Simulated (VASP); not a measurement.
# V3H2 (P-3m1) in VASP: notebook, part 3 of 4

VASP 6.6.1. Earlier steps stand in the parts before.

## 5. Single point, PBE

INCAR

```
  ALGO = Normal
  EDIFF = 1E-6
  ENCUT = 520
  GGA = PE
  ISIF = 2
  ISMEAR = 0
  LASPH = T
  LCHARG = F
  LREAL = F
  LWAVE = F
  NBANDS = 28
  NELM = 100
  PREC = Accurate
  SIGMA = 0.1
```

KPOINTS

```
k-points
0
Gamma
  18 18 6
```

POSCAR

```
V3H2
1.0
    2.8308386441      0.0000000000      0.0000000000
   -1.4154193221      2.4515781798      0.0000000000
    0.0000000000      0.0000000000      6.4369418786
V H
3 2
Direct
    0.0000000000      0.0000000000      0.0000000000
    0.3333333333      0.6666666667      0.6574830230
    0.6666666667      0.3333333333      0.3425169770
    0.3333333333      0.6666666667      0.1657099673
    0.6666666667      0.3333333333      0.8342900327
```

Potentials or basis: VASP PAW PBE potentials, release 64 (V_sv, H).

Run with:

```console
> cat potpaw_PBE.64/V_sv/POTCAR potpaw_PBE.64/H/POTCAR > POTCAR
> mpirun -np 1 vasp_std > vasp.out
```

OUTCAR:

```text
EDIFF = 1E-6
   ENCUT = 520
   GGA = PE
   ISIF = 2
   ISMEAR = 0
   LASPH = T
   LREAL = F
   NELM = 100
   PREC = Accurate

 ion  position               nearest neighbor table
   1  0.000  0.000  0.000-   2 2.74   3 2.74   3 2.74   2 2.74   3 2.74   2 2.74
   2  0.333  0.667  0.657-   3 2.60   3 2.60   3 2.60   1 2.74   1 2.74   1 2.74
   3  0.667  0.333  0.343-   2 2.60   2 2.60   2 2.60   1 2.74   1 2.74   1 2.74
   4  0.333  0.667  0.166-
   5  0.667  0.333  0.834-

  LATTYP: Found a hexagonal cell.
 ALAT       =     2.8308386441
 C/A-ratio  =     2.2738639279

  Lattice vectors:

 A1 = (   2.8308386441,   0.0000000000,   0.0000000000)
 A2 = (  -1.4154193221,   2.4515781798,   0.0000000000)
 A3 = (   0.0000000000,   0.0000000000,   6.4369418786)

Analysis of symmetry for initial positions (statically):
=====================================================================
 Subroutine PRICEL returns:
 Original cell was already a primitive cell.

 Routine SETGRP: Setting up the symmetry group for a
 hexagonal supercell.

 Subroutine GETGRP returns: Found 12 space group operations
 (whereof 12 operations were pure point group operations)
 out of a pool of 24 trial point group operations.

The static configuration has the point symmetry D_3d.

Analysis of symmetry for dynamics (positions and initial velocities):
=====================================================================
 Subroutine PRICEL returns:
 Original cell was already a primitive cell.

 Routine SETGRP: Setting up the symmetry group for a
 hexagonal supercell.

 Subroutine GETGRP returns: Found 12 space group operations
 (whereof 12 operations were pure point group operations)
 out of a pool of 24 trial point group operations.

The dynamic configuration has the point symmetry D_3d.

 Subroutine INISYM returns: Found 12 space group operations
 (whereof 12 operations are pure point group operations),
 and found     1 'primitive' translations

----------------------------------------------------------------------------------------

                                     Primitive cell

  volume of cell :      44.6725

  direct lattice vectors                    reciprocal lattice vectors
     2.830838644  0.000000000  0.000000000     0.353252207  0.203950257  0.000000000
    -1.415419322  2.451578180  0.000000000     0.000000000  0.407900514  0.000000000
     0.000000000  0.000000000  6.436941879     0.000000000  0.000000000  0.155353275

  length of vectors
     2.830838644  2.830838644  6.436941879     0.407900514  0.407900514  0.155353275

  position of ions in fractional coordinates (direct lattice)
     0.000000000  0.000000000  0.000000000
     0.333333333  0.666666667  0.657483023
     0.666666667  0.333333333  0.342516977
     0.333333333  0.666666667  0.165709967
     0.666666667  0.333333333  0.834290033

  ion indices of the primitive-cell ions
   primitive index   ion index
[... 23 lines left out ...]

  Shift w.r.t. Gamma in fractional coordinates (k-lattice)
     0.000000000  0.000000000  0.000000000

 Subroutine IBZKPT returns following result:
 ===========================================

 Found    202 irreducible k-points:

 Following reciprocal coordinates:
            Coordinates               Weight
  0.000000  0.000000  0.000000      1.000000
  0.055556  0.000000  0.000000      6.000000
  0.111111  0.000000  0.000000      6.000000
  0.166667  0.000000  0.000000      6.000000
  0.222222 -0.000000  0.000000      6.000000
  0.277778  0.000000  0.000000      6.000000
[... 16 lines left out ...]
  0.333333  0.111111  0.000000     12.000000
  0.388889  0.111111  0.000000     12.000000
 [... further k-points ...]
   k-points           NKPTS =    202   k-points in BZ     NKDIM =    202   number of bands    NBANDS=     28
   number of dos      NEDOS =    301   number of ions     NIONS =      5
   total plane-waves  NPLWV =  27648
   dimension x,y,z NGX =    24 NGY =   24 NGZ =   48
   dimension x,y,z NGXF=    48 NGYF=   48 NGZF=   96
   ions per type =               3   2
   NGX,Y,Z   is equivalent  to a cutoff of  14.09, 14.09, 12.40 a.u.
   NGXF,Y,Z  is equivalent  to a cutoff of  28.19, 28.19, 24.79 a.u.
 SYSTEM =  unknown system
   PREC   = accura    normal or accurate (medium, high low for compatibility)
   ISTART =      0    job   : 0-new  1-cont  2-samecut
   ICHARG =      2    charge: 1-file 2-atom 10-const
   ISPIN  =      1    spin polarized calculation?
   LNONCOLLINEAR =      F non collinear calculations
   LSORBIT =      F    spin-orbit coupling
   LASPH  =      T    aspherical Exc in radial PAW
   ENCUT  =  520.0 eV  38.22 Ry    6.18 a.u.   5.26  5.26 11.97*2*pi/ulx,y,z
   NELM   =    100;   NELMIN=  2; NELMDL= -5     # of ELM steps
   EDIFF  = 0.1E-05   stopping-criterion for ELM
   LREAL  =      F    real-space projection
   EDIFFG = 0.1E-04   stopping-criterion for IOM
   NSW    =      0    number of steps for IOM
   IBRION =     -1    ionic relax: 0-MD 1-quasi-New 2-CG
   NFREE  =      0    steps in history (QN), initial steepest desc. (CG)
   ISIF   =      2    stress and relaxation
   ISYM   =      2    0-nonsym 1-usesym 2-fastsym
   POTIM  = 0.5000    time-step for ionic-motion
   TEBEG  =    0.0;   TEEND  =   0.0 temperature during run
   PSTRESS=    0.0 pullay stress
   NELECT =      41.0000    total number of electrons
   NUPDOWN=      -1.0000    fix difference up-down
   EMIN   =  10.00;   EMAX   =-10.00  energy-range for DOS
   EFERMI =   0.00;   METHOD = LEGACY
   ISMEAR =     0;   SIGMA  =   0.10  broadening in eV -4-tet -1-fermi 0-gaus
   EFERMI_NEDOS =   21; number of points for ismear=-14 and -15
   IALGO  =     38    algorithm
   IMIX   =      4    mixing-type and parameters
     AMIX     =   0.40;   BMIX     =  1.00
     AMIX_MAG =   1.60;   BMIX_MAG =  1.00
  volume/ion in A,a.u.               =       8.93        60.29
  Fermi-wavevector in a.u.,A,eV,Ry     =   1.590948  3.006456 34.437915  2.531115
  Thomas-Fermi vector in A             =   2.689564
   LORBIT       =      0    0 simple, 1 ext, 2 COOP (PROOUT), +10 PAW based schemes
   GGA     = PE    functional components
   LHFCALC =     F    Hartree Fock is set to
   AEXX    =    0.0000 exact exchange contribution
   IVDW    =     0    specifies the selected vdW correction
   LEPSILON=     F    determine dielectric tensor
   LRPA    =     F    only Hartree local field effects (RPA)
 non-spin polarized calculation
 Gauss-broadening in eV      SIGMA  =   0.10
  energy-cutoff  :      520.00
  volume of cell :       44.67
 maximum number of plane-waves:      1220
 NGX is ok and might be reduce to    24
   NGX = 11   NGY = 11   NGZ = 23

 number of electron      40.9999987 magnetization

 Free energy of the ion-electron system (eV)
  ---------------------------------------------------
  ext. energy  EPLUGINS =         0.00000000
  ---------------------------------------------------
  free energy    TOTEN  =       -34.18564741 eV

  energy without entropy =      -34.16409012  energy(sigma->0) =      -34.17486877

 E-fermi :   9.6070     XC(G=0): -12.8271

 val. band max:        9.6028703253   @ k =   0.0000   0.3889   0.1667
 cond. band min:       9.6072073468   @ k =   0.0000   0.0000   0.0000
 fundamental gap:      0.0043370215
 Fermi energy:         9.6069816744

 k-point     1 :       0.0000    0.0000    0.0000
  band No.  band energies     occupation
      1     -54.4488      2.00000
      2     -54.3487      2.00000
      3     -54.2880      2.00000
      4     -28.4547      2.00000
      5     -28.3911      2.00000
      6     -28.0605      2.00000
[... 733 lines left out ...]
     27      12.5722      0.00000
     28      12.8244      0.00000

 [... further k-points ...]

------------------------ aborting loop because EDIFF is reached ----------------------------------------

  FORCE on cell =-STRESS in cart. coord.  units (eV):
  Direction    XX          YY          ZZ          XY          YZ          ZX
  --------------------------------------------------------------------------------------
  -------------------------------------------------------------------------------------
  Total        0.0529366      0.0529366      0.0465500     -0.0000000      0.0000000      0.0000000
  in kB        1.8985680      1.8985680      1.6695125     -0.0000000      0.0000000      0.0000000
  external PRESSURE =       1.8222162 kB  Pullay stress =       0.0000000 kB

 VOLUME and BASIS-vectors are now :
 -----------------------------------------------------------------------------
  energy-cutoff  :      520.00
  volume of cell :       44.67
      direct lattice vectors                 reciprocal lattice vectors
     2.830838644  0.000000000  0.000000000     0.353252207  0.203950257  0.000000000
    -1.415419322  2.451578180  0.000000000     0.000000000  0.407900514  0.000000000
     0.000000000  0.000000000  6.436941879     0.000000000  0.000000000  0.155353275

 POSITION                                       TOTAL-FORCE (eV/Angst)
 -----------------------------------------------------------------------------------
      0.00000      0.00000      0.00000         0.000000      0.000000      0.000000
     -0.00000      1.63439      4.23218        -0.000000      0.000000     -0.000516
      1.41542      0.81719      2.20476         0.000000     -0.000000      0.000516
     -0.00000      1.63439      1.06667         0.000000      0.000000      0.003832
      1.41542      0.81719      5.37028         0.000000     -0.000000     -0.003832
 -----------------------------------------------------------------------------------
    total drift:                                0.000000      0.000000      0.000000

  FREE ENERGIE OF THE ION-ELECTRON SYSTEM (eV)
  ---------------------------------------------------
  free  energy   TOTEN  =       -34.1856474133 eV

  energy  without entropy=      -34.1640901214  energy(sigma->0) =      -34.17486877
```

stdout:

```text
POSCAR found type information on POSCAR V H
 POSCAR found :  2 types and       5 ions
 scaLAPACK will be used
 LDA part: xc-table for (Slater+PW92), standard interpolation
 POSCAR, INCAR and KPOINTS ok, starting setup
 FFT: planning ... GRIDC
 FFT: planning ... GRID_SOFT
 FFT: planning ... GRID
 WAVECAR not read
 entering main loop
```

Wall time 99 s (1 thread of Intel Xeon 6975P-C (Granite Rapids), shared host); peak memory 0.3 GiB.

What came out:

| Property | Result |
| --- | --- |
| Free energy | -34.1856 eV |
| Pressure | 0.2 GPa |
| Largest force | 0.004 eV/Å |
| Band gap on the k mesh | zero (an odd number of electrons rules out a gap without spin polarisation) |

Forces on the atoms (eV/Å):
```
V    0.000  0.000  0.000
V    0.000  0.000 -0.001
V    0.000  0.000  0.001
H    0.000  0.000  0.004
H    0.000  0.000 -0.004
```

(Continued in part 4 of 4.)
